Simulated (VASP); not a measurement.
# SnO (P4/nmm) in VASP: a series of runs

The runs below take SnO through single point, with LDA.

Everything below comes from runs of VASP 6.6.1. Logs are shortened: lines on timing, memory, paths and dates and some standing lists are left out, and cuts for length are marked.

## 1. The cell of the first run

The structure is tetragonal, space group P4/nmm (No. 129). Conventional cell: a = 3.709 Å, b = 3.709 Å, c = 4.656 Å, α = 90.00°, β = 90.00°, γ = 90.00°. Sn (site symmetry 4mm) has 4 O at 2.18 Å within 2.9 Å. O (site symmetry -4m2) has 4 Sn at 2.18 Å and 4 O at 2.62 Å within 2.9 Å.

## 2. Single point, LDA

INCAR reads:

```
  PREC = Accurate
  ENCUT = 1340
  EDIFF = 1E-6
  ISMEAR = 0
  SIGMA = 0.15
  LREAL = False
  LASPH = True
  NELM = 120
  ALGO = Normal
  ISIF = 2
  LWAVE = False
  LCHARG = True
  GGA = CA
  LELF = True
  LVHAR = True
  NBANDS = 28
  GGA_COMPAT = False
```

KPOINTS reads:

```
regular mesh
0
Gamma
  10 10 8
```

POSCAR reads:

```
SnO
1.0
    3.7093000000      0.0000000000      0.0000000000
    0.0000000000      3.7093000000      0.0000000000
    0.0000000000      0.0000000000      4.6562290729
Sn O
2 2
Direct
    0.0000000000      0.5000000000      0.2455950842
    0.5000000000      0.0000000000      0.7544049158
    0.0000000000      0.0000000000      0.0000000000
    0.5000000000      0.5000000000      0.0000000000
```

Potentials or basis: VASP PAW LDA potentials, release 64 (Sn_d, O_h).

The run is started by

```bash
> cat potpaw_LDA.64/Sn_d/POTCAR potpaw_LDA.64/O_h/POTCAR > POTCAR
> mpirun -np 1 vasp_std > vasp.out
```

OUTCAR:

```text
PREC = Accurate
   ENCUT = 1340
   EDIFF = 1E-6
   ISMEAR = 0
   LREAL = False
   LASPH = True
   NELM = 120
   ISIF = 2
   GGA = CA

 ion  position               nearest neighbor table
   1  0.000  0.500  0.246-   3 2.18   4 2.18   3 2.18   4 2.18   2 3.48   2 3.48   2 3.48   2 3.48
                             2 3.53   2 3.53   2 3.53   2 3.53
   2  0.500  0.000  0.754-   3 2.18   4 2.18   4 2.18   3 2.18   1 3.48   1 3.48   1 3.48   1 3.48
                             1 3.53   1 3.53   1 3.53   1 3.53
   3  0.000  0.000  0.000-   1 2.18   2 2.18   1 2.18   2 2.18
   4  0.500  0.500  0.000-   1 2.18   2 2.18   2 2.18   1 2.18

  LATTYP: Found a simple tetragonal cell.
 ALAT       =     3.7093000000
 C/A-ratio  =     1.2552851139

  Lattice vectors:

 A1 = (   3.7093000000,   0.0000000000,   0.0000000000)
 A2 = (   0.0000000000,   3.7093000000,   0.0000000000)
 A3 = (   0.0000000000,   0.0000000000,   4.6562290729)

Analysis of symmetry for initial positions (statically):
=====================================================================
 Subroutine PRICEL returns:
 Original cell was already a primitive cell.

 Routine SETGRP: Setting up the symmetry group for a
 simple tetragonal supercell.

 Subroutine GETGRP returns: Found 16 space group operations
 (whereof  8 operations were pure point group operations)
 out of a pool of 16 trial point group operations.

The static configuration has the point symmetry D_2d.
 The point group associated with its full space group is D_4h.

Analysis of symmetry for dynamics (positions and initial velocities):
=====================================================================
 Subroutine PRICEL returns:
 Original cell was already a primitive cell.

 Routine SETGRP: Setting up the symmetry group for a
 simple tetragonal supercell.

 Subroutine GETGRP returns: Found 16 space group operations
 (whereof  8 operations were pure point group operations)
 out of a pool of 16 trial point group operations.

The dynamic configuration has the point symmetry D_2d.
 The point group associated with its full space group is D_4h.

 Subroutine INISYM returns: Found 16 space group operations
 (whereof  8 operations are pure point group operations),
 and found     1 'primitive' translations

----------------------------------------------------------------------------------------

                                     Primitive cell

  volume of cell :      64.0646

  direct lattice vectors                    reciprocal lattice vectors
     3.709300000  0.000000000  0.000000000     0.269592646  0.000000000  0.000000000
     0.000000000  3.709300000  0.000000000     0.000000000  0.269592646  0.000000000
     0.000000000  0.000000000  4.656229073     0.000000000  0.000000000  0.214766066

  length of vectors
     3.709300000  3.709300000  4.656229073     0.269592646  0.269592646  0.214766066

  position of ions in fractional coordinates (direct lattice)
     0.000000000  0.500000000  0.245595084
     0.500000000  0.000000000  0.754404916
     0.000000000  0.000000000  0.000000000
     0.500000000  0.500000000  0.000000000

  ion indices of the primitive-cell ions
   primitive index   ion index
                 1           1
                 2           2
                 3           3
                 4           4

----------------------------------------------------------------------------------------

 KPOINTS: regular mesh

Automatic generation of k-mesh.
 Grid dimensions read from file:
 generate k-points for:   10   10    8

 Generating k-lattice:

  Cartesian coordinates                     Fractional coordinates (reciprocal lattice)
     0.026959265  0.000000000  0.000000000     0.100000000  0.000000000  0.000000000
     0.000000000  0.026959265  0.000000000     0.000000000  0.100000000  0.000000000
     0.000000000  0.000000000  0.026845758     0.000000000  0.000000000  0.125000000

  Length of vectors
     0.026959265  0.026959265  0.026845758

  Shift w.r.t. Gamma in fractional coordinates (k-lattice)
     0.000000000  0.000000000  0.000000000

 Subroutine IBZKPT returns following result:
 ===========================================

 Found    105 irreducible k-points:

 Following reciprocal coordinates:
            Coordinates               Weight
  0.000000  0.000000  0.000000      1.000000
  0.100000  0.000000  0.000000      4.000000
  0.200000  0.000000  0.000000      4.000000
  0.300000  0.000000  0.000000      4.000000
  0.400000  0.000000  0.000000      4.000000
  0.500000  0.000000  0.000000      2.000000
[... 16 lines left out ...]
  0.100000  0.000000  0.125000      8.000000
  0.200000  0.000000  0.125000      8.000000
 [... further k-points ...]
   k-points           NKPTS =    105   k-points in BZ     NKDIM =    105   number of bands    NBANDS=     28
   number of dos      NEDOS =    301   number of ions     NIONS =      4
   total plane-waves  NPLWV = 129024
   dimension x,y,z NGX =    48 NGY =   48 NGZ =   56
   dimension x,y,z NGXF=    96 NGYF=   96 NGZF=  112
   ions per type =               2   2
   NGX,Y,Z   is equivalent  to a cutoff of  21.51, 21.51, 19.99 a.u.
   NGXF,Y,Z  is equivalent  to a cutoff of  43.03, 43.03, 39.99 a.u.
 SYSTEM =  unknown system
   PREC   = accura    normal or accurate (medium, high low for compatibility)
   ISTART =      0    job   : 0-new  1-cont  2-samecut
   ICHARG =      2    charge: 1-file 2-atom 10-const
   ISPIN  =      1    spin polarized calculation?
   LNONCOLLINEAR =      F non collinear calculations
   LSORBIT =      F    spin-orbit coupling
   LASPH  =      T    aspherical Exc in radial PAW
   ENCUT  = 1340.0 eV  98.49 Ry    9.92 a.u.  11.07 11.07 13.90*2*pi/ulx,y,z
   NELM   =    120;   NELMIN=  2; NELMDL= -5     # of ELM steps
   EDIFF  = 0.1E-05   stopping-criterion for ELM
   LREAL  =      F    real-space projection
   EDIFFG = 0.1E-04   stopping-criterion for IOM
   NSW    =      0    number of steps for IOM
   IBRION =     -1    ionic relax: 0-MD 1-quasi-New 2-CG
   NFREE  =      0    steps in history (QN), initial steepest desc. (CG)
   ISIF   =      2    stress and relaxation
   ISYM   =      2    0-nonsym 1-usesym 2-fastsym
   POTIM  = 0.5000    time-step for ionic-motion
   TEBEG  =    0.0;   TEEND  =   0.0 temperature during run
   PSTRESS=    0.0 pullay stress
   NELECT =      40.0000    total number of electrons
   NUPDOWN=      -1.0000    fix difference up-down
   EMIN   =  10.00;   EMAX   =-10.00  energy-range for DOS
   EFERMI =   0.00;   METHOD = LEGACY
   ISMEAR =     0;   SIGMA  =   0.15  broadening in eV -4-tet -1-fermi 0-gaus
   EFERMI_NEDOS =   21; number of points for ismear=-14 and -15
   IALGO  =     38    algorithm
   IMIX   =      4    mixing-type and parameters
     AMIX     =   0.40;   BMIX     =  1.00
     AMIX_MAG =   1.60;   BMIX_MAG =  1.00
  volume/ion in A,a.u.               =      16.02       108.08
  Fermi-wavevector in a.u.,A,eV,Ry     =   1.399229  2.644159 26.638048  1.957841
  Thomas-Fermi vector in A             =   2.522309
   LORBIT       =      0    0 simple, 1 ext, 2 COOP (PROOUT), +10 PAW based schemes
   GGA     = CA    functional components
   LHFCALC =     F    Hartree Fock is set to
   AEXX    =    0.0000 exact exchange contribution
   IVDW    =     0    specifies the selected vdW correction
   LEPSILON=     F    determine dielectric tensor
   LRPA    =     F    only Hartree local field effects (RPA)
 non-spin polarized calculation
 Gauss-broadening in eV      SIGMA  =   0.15
  energy-cutoff  :     1340.00
  volume of cell :       64.06
 maximum number of plane-waves:      7184
 NGX is ok and might be reduce to    48
   NGX = 23   NGY = 23   NGZ = 27

 number of electron      40.0000000 magnetization

 Free energy of the ion-electron system (eV)
  ---------------------------------------------------
  ext. energy  EPLUGINS =         0.00000000
  ---------------------------------------------------
  free energy    TOTEN  =       -25.71657239 eV

  energy without entropy =      -25.71328080  energy(sigma->0) =      -25.71492659

 E-fermi :   8.4404     XC(G=0): -11.1464

 val. band max:        8.4386567116   @ k =   0.0000   0.0000   0.0000
 cond. band min:       8.4412170514   @ k =   0.1000   0.1000   0.0000
 fundamental gap:      0.0025603399
 Fermi energy:         8.4404340457

 k-point     1 :       0.0000    0.0000    0.0000
  band No.  band energies     occupation
      1     -13.8753      2.00000
      2     -13.3338      2.00000
      3     -13.3338      2.00000
      4     -13.3196      2.00000
      5     -13.2611      2.00000
      6     -13.2506      2.00000
[... 20 lines left out ...]
     27      15.0201      0.00000
     28      15.2977      0.00000

 k-point     2 :       0.1000    0.0000    0.0000
  band No.  band energies     occupation
      1     -13.8697      2.00000
      2     -13.3314      2.00000
      3     -13.3298      2.00000
      4     -13.3192      2.00000
      5     -13.2588      2.00000
      6     -13.2556      2.00000
[... 20 lines left out ...]
     27      15.1626      0.00000
     28      16.2396      0.00000

 k-point     3 :       0.2000    0.0000    0.0000
  band No.  band energies     occupation
      1     -13.8540      2.00000
      2     -13.4170      2.00000
      3     -13.3239      2.00000
      4     -13.3183      2.00000
      5     -13.2884      2.00000
      6     -13.2538      2.00000
[... 20 lines left out ...]
     27      15.3658      0.00000
     28      17.9860      0.00000

 k-point     4 :       0.3000    0.0000    0.0000
  band No.  band energies     occupation
      1     -13.8295      2.00000
      2     -13.5514      2.00000
      3     -13.3113      2.00000
      4     -13.3014      2.00000
      5     -13.2771      2.00000
      6     -13.2566      2.00000
[... 578 lines left out ...]
     27      14.9601      0.00000
     28      15.4275      0.00000

 k-point    23 :       0.1000    0.0000    0.1250
  band No.  band energies     occupation
      1     -13.8660      2.00000
      2     -13.3341      2.00000
      3     -13.3258      2.00000
      4     -13.3180      2.00000
      5     -13.2664      2.00000
      6     -13.2481      2.00000
[... 20 lines left out ...]
     27      15.1992      0.00000
     28      16.2984      0.00000

 k-point    24 :       0.2000    0.0000    0.1250
  band No.  band energies     occupation
      1     -13.8517      2.00000
      2     -13.4277      2.00000
      3     -13.3182      2.00000
      4     -13.3145      2.00000
      5     -13.2912      2.00000
      6     -13.2493      2.00000
[... 20 lines left out ...]
     27      15.5178      0.00000
     28      17.9557      0.00000

 [... further k-points ...]

------------------------ aborting loop because EDIFF is reached ----------------------------------------

  FORCE on cell =-STRESS in cart. coord.  units (eV):
  Direction    XX          YY          ZZ          XY          YZ          ZX
  --------------------------------------------------------------------------------------
  -------------------------------------------------------------------------------------
  Total        1.9362672      1.9362672      1.1492748      0.0000000      0.0000000      0.0000000
  in kB       48.4236602     48.4236602     28.7419480      0.0000000      0.0000000      0.0000000
  external PRESSURE =      41.8630894 kB  Pullay stress =       0.0000000 kB

 VOLUME and BASIS-vectors are now :
 -----------------------------------------------------------------------------
  energy-cutoff  :     1340.00
  volume of cell :       64.06
      direct lattice vectors                 reciprocal lattice vectors
     3.709300000  0.000000000  0.000000000     0.269592646  0.000000000  0.000000000
     0.000000000  3.709300000  0.000000000     0.000000000  0.269592646  0.000000000
     0.000000000  0.000000000  4.656229073     0.000000000  0.000000000  0.214766066

 POSITION                                       TOTAL-FORCE (eV/Angst)
 -----------------------------------------------------------------------------------
      0.00000      1.85465      1.14355         0.000000      0.000000      0.538167
      1.85465      0.00000      3.51268        -0.000000      0.000000     -0.538167
      0.00000      0.00000      0.00000         0.000000      0.000000     -0.000000
      1.85465      1.85465      0.00000         0.000000     -0.000000     -0.000000
 -----------------------------------------------------------------------------------
    total drift:                                0.000000      0.000000      0.000000

  FREE ENERGIE OF THE ION-ELECTRON SYSTEM (eV)
  ---------------------------------------------------
  free  energy   TOTEN  =       -25.7165723860 eV

  energy  without entropy=      -25.7132807984  energy(sigma->0) =      -25.71492659
```

Wall time 8 min (1 thread of Intel Xeon Platinum 8488C (Sapphire Rapids), shared host); peak memory 0.73 GiB.

What came out:

```
Free energy            : -25.7166 eV
Pressure               : 4.2 GPa
Largest force          : 0.538 eV/Å
Band gap on the k mesh : zero (bands 20 and 21 overlap by 0.41 eV)
```

Forces on the atoms (eV/Å):
```
Sn   0.000  0.000  0.538
Sn   0.000  0.000 -0.538
O    0.000  0.000  0.000
O    0.000  0.000  0.000
```

Caveat: the cell stands under pressure; semilocal functionals underestimate gaps, and a narrow one can read as zero; spin-orbit coupling is left out, which moves the levels of the heavy elements.

## 3. Single point, LDA

This run uses another cell than the first one, of 16.16 Å³/atom.

INCAR reads:

```
SYSTEM = SnO
PREC = Accurate
ENCUT = 1340
EDIFF = 1E-6
ISMEAR = 0
SIGMA = 0.15
LREAL = .FALSE.
LASPH = .TRUE.
NELM = 120
ALGO = Normal
ISIF = 2
LWAVE = .FALSE.
LCHARG = .FALSE.
GGA = CA
NBANDS = 28
GGA_COMPAT = .FALSE.
```

KPOINTS reads:

```
regular mesh
0
G
  10 10 8
  0 0 0
```

POSCAR reads:

```
SnO
1.0
    3.8222000000      0.0000000000      0.0000000000
    0.0000000000      3.8222000000      0.0000000000
    0.0000000000      0.0000000000      4.4234000000
Sn O
2 2
Direct
    0.0000000000      0.5000000000      0.2455950842
    0.5000000000      0.0000000000      0.7544049158
    0.0000000000      0.0000000000      0.0000000000
    0.5000000000      0.5000000000      0.0000000000
```

Potentials or basis: VASP PAW LDA potentials, release 64 (Sn_d, O_h).

The run is started by

```bash
> cat potpaw_LDA.64/Sn_d/POTCAR potpaw_LDA.64/O_h/POTCAR > POTCAR
> mpirun -np 1 vasp_std > vasp.out
```

Run time: 5.3 min. Hardware: 1 thread of Intel Xeon 6975P-C (Granite Rapids), shared host; peak memory 0.74 GiB.

The run converged. Its results:

| Item | Value |
| --- | --- |
| Free energy | -25.6974 eV |
| Pressure | 1.7 GPa |
| Largest force | 0.641 eV/Å |
| Band gap on the k mesh | 0.08 eV (least direct gap 1.61 eV) |

Forces on the atoms (eV/Å):
```
Sn   0.000  0.000  0.641
Sn   0.000  0.000 -0.641
O    0.000  0.000  0.000
O    0.000  0.000  0.000
```

Stress tensor (GPa, compression positive):
```
0.21 0.00 0.00
0.00 0.21 0.00
0.00 0.00 4.65
```

Levels at points of the mesh, in eV from the valence-band top:
```csv
k point,band 18,band 19,band 20,band 21,band 22,band 23
"(0.00, 0.00, 0.00)",-3.41,-3.41,-0.13,2.39,4.71,4.71
"(0.50, 0.00, 0.00)",-4.95,-2.54,-2.54,3.80,3.80,6.03
"(0.50, 0.50, 0.00)",-2.68,-1.53,-1.53,0.08,0.08,5.08
"(0.00, 0.00, 0.50)",-3.42,-2.35,-1.67,1.31,2.71,2.71
"(0.50, 0.00, 0.50)",-5.04,-1.44,-1.44,3.16,3.16,5.31
"(0.50, 0.50, 0.50)",-2.76,-2.69,-2.69,2.72,2.72,4.94
```

Caveat: the smearing spreads over this small gap; semilocal functionals underestimate gaps, and a narrow one can read as zero; spin-orbit coupling is left out, which moves the levels of the heavy elements.

(Part 1 of 2 ends here.)

The gap in the log of VASP goes by the Fermi energy; the results here count the filled bands.